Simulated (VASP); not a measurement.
Write the native input for VASP 6.6.1 that does the following.

```yaml
Task: single point
Functional: BLYP
Potentials_or_basis: VASP PAW PBE potentials, release 64 (Pd)
Cutoff: 520 eV
k_mesh: 12 × 12 × 12
Occupations: fermi-dirac, width 0.05 eV
Spin: no spin polarisation
Dipole_correction: no
Further_INCAR_settings: ALGO = Normal; EDIFF = 1e-07; NBANDS = 11
```

The structure of Pd lies in POSCAR:

```
Pd
1.0
   -1.6023386322      1.6023386322      1.6023386322
    1.6023386322     -1.6023386322      1.6023386322
    1.6023386322      1.6023386322     -1.6023386322
Pd
1
Direct
    0.0000000000      0.0000000000      0.0000000000
```

These files were run (other wordings do the same):

INCAR

```
SYSTEM = Pd
  PREC = Accurate
  ENCUT = 520
  EDIFF = 1E-7
  ISMEAR = -1
  SIGMA = 0.05
  LREAL = .FALSE.
  LASPH = .TRUE.
  NELM = 60
  ALGO = Normal
  ISIF = 2
  LWAVE = .FALSE.
  LCHARG = .FALSE.
  GGA = B5
  ALDAX = 1.0
  AGGAX = 1.0
  AGGAC = 1.0
  ALDAC = 0.0
  NBANDS = 11
```

KPOINTS

```
Automatic mesh
0
G
  12 12 12
  0 0 0
```

Potentials or basis: VASP PAW PBE potentials, release 64 (Pd).

Run with:

```bash
$ cat potpaw_PBE.64/Pd/POTCAR > POTCAR
$ mpirun -np 1 vasp_std > vasp.out
```

It gave:

| Property | Result |
| --- | --- |
| Pressure | 0.3 GPa |
| Band gap on the k mesh | zero (band 5 reaches 9.04 eV, above the bottom of band 6 at 7.63 eV) |

Caveat: the PAW data sets were made with another functional, which shifts forces and pressure a little.

It took 7.3 s on 1 thread of Intel(R) Xeon(R) 6975P-C (Granite Rapids) (shared host), peak memory 0.14 GiB.
